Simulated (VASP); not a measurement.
Write the native input for VASP 6.6.1 that does the following.

```
Task                   : single point
Functional             : RPBE
Potentials or basis    : VASP PAW PBE potentials, release 64 (Ti_sv)
Cutoff                 : 520 eV
k mesh                 : 12 × 12 × 7
Occupations            : fermi-dirac, width 0.1 eV
Spin                   : non-collinear spin, zero start, spin-orbit coupling
Starting moments       : [[0.0, 0.0, 0.0], [0.0, 0.0, 0.0]] μB
Dipole correction      : no
Further INCAR settings : ALGO = Normal; EDIFF = 1e-06; NBANDS = 36
```

The structure of Ti lies in POSCAR:

```
Ti
1.0
    2.9676858654      0.0000000000      0.0000000000
   -1.4838429327      2.5700913499      0.0000000000
    0.0000000000      0.0000000000      4.7005998835
Ti
2
Direct
    0.3333333333      0.6666666667      0.2500000000
    0.6666666667      0.3333333333      0.7500000000
```

The input as run:

INCAR

```
ALGO = Normal
EDIFF = 1E-6
ENCUT = 520
GGA = RP
GGA_COMPAT = False
ISIF = 2
ISMEAR = -1
LASPH = True
LCHARG = True
LMAXMIX = 4
LORBIT = 11
LORBMOM = True
LREAL = False
LSORBIT = True
LVHAR = True
LWAVE = False
MAGMOM = 0 0 0 0 0 0
NBANDS = 36
NELM = 150
PREC = Accurate
SIGMA = 0.1
```

KPOINTS

```
k-points
0
Gamma
  12 12 7
```

Potentials or basis: VASP PAW PBE potentials, release 64 (Ti_sv).

Command:

```sh
$ cat potpaw_PBE.64/Ti_sv/POTCAR > POTCAR
$ mpirun -np 1 vasp_ncl > vasp.out
```

It gave:

```
Pressure                                              : -0.2 GPa
Net moment                                            : 0.00 μB per cell
Valence electrons inside the program's atomic spheres : Ti 10.20
```

Caveat: the PAW data sets were made with another functional, which shifts forces and pressure a little.

It took 93 s on 1 thread of Intel(R) Xeon(R) 6975P-C (Granite Rapids), with other jobs on the host, peak memory 0.31 GiB.
